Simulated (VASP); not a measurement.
Write the native input for VASP 6.6.1 that does the following.

- Task: relaxation of cell and atoms
- Functional: PBE
- Dispersion: D3(BJ)
- Potentials or basis: VASP PAW PBE potentials, release 64 (C, O)
- Cutoff: 600 eV
- k mesh: 6 × 6 × 6
- Occupations: fermi-dirac, width 0.02 eV
- Spin: no spin polarisation
- Dipole correction: no
- Further INCAR settings: ALGO = Normal; EDIFF = 1e-06; IBRION = 2; EDIFFG = -0.005; NSW = 80; ISIF = 3

The structure of CO2 lies in POSCAR:

```
CO2
1.0
    4.2272127900      0.0000000000      0.0000000000
    0.0000000000      4.2272127900      0.0000000000
    0.0000000000      0.0000000000      4.6877715900
C O
2 4
Direct
    0.5000000000      0.5000000000      0.5000000000
    0.0000000000      0.0000000000      0.0000000000
    0.3048268600      0.6951731400      0.5000000000
    0.6951731400      0.3048268600      0.5000000000
    0.1951731400      0.1951731400      0.0000000000
    0.8048268600      0.8048268600      0.0000000000
```

One way to write it, as run:

INCAR

```
PREC = Accurate
ENCUT = 600
EDIFF = 1E-6
ISMEAR = -1
SIGMA = 0.02
LREAL = F
LASPH = T
NELM = 80
ALGO = Normal
ISIF = 3
LWAVE = F
LCHARG = F
GGA = PE
IVDW = 12
IBRION = 2
NSW = 80
EDIFFG = -0.005
```

KPOINTS

```
Automatic mesh
0
Gamma
  6 6 6
```

Potentials or basis: VASP PAW PBE potentials, release 64 (C, O).

The run is started by

```bash
$ cat potpaw_PBE.64/C/POTCAR potpaw_PBE.64/O/POTCAR > POTCAR
$ mpirun -np 1 vasp_std > vasp.out
```

It gave:

```yaml
Relaxed_volume: 14.94 Å³/atom
Relaxed_cell: a = 4.319 Å, b = 4.319 Å, c = 4.806 Å, α = 90.00°, β = 90.00°, γ = 90.00°
Space_group_after_relaxing_to_0.1_Å: P4_2/mnm (No. 136)
Energy_gained_by_relaxing: 3.6 meV/atom
Ionic_steps: 20
Pressure_after_relaxing: 0.0 GPa
Largest_force_after_relaxing: 0.003 eV/Å
Band_gap_on_the_k_mesh: 6.46 eV (least direct gap 6.87 eV)
Dispersion_energy_per_atom: -0.069 eV
```

Run time: 8.4 min on 1 thread of Intel(R) Xeon(R) Platinum 8375C CPU @ 2.90GHz (Ice Lake) (shared host), peak memory 0.26 GiB.
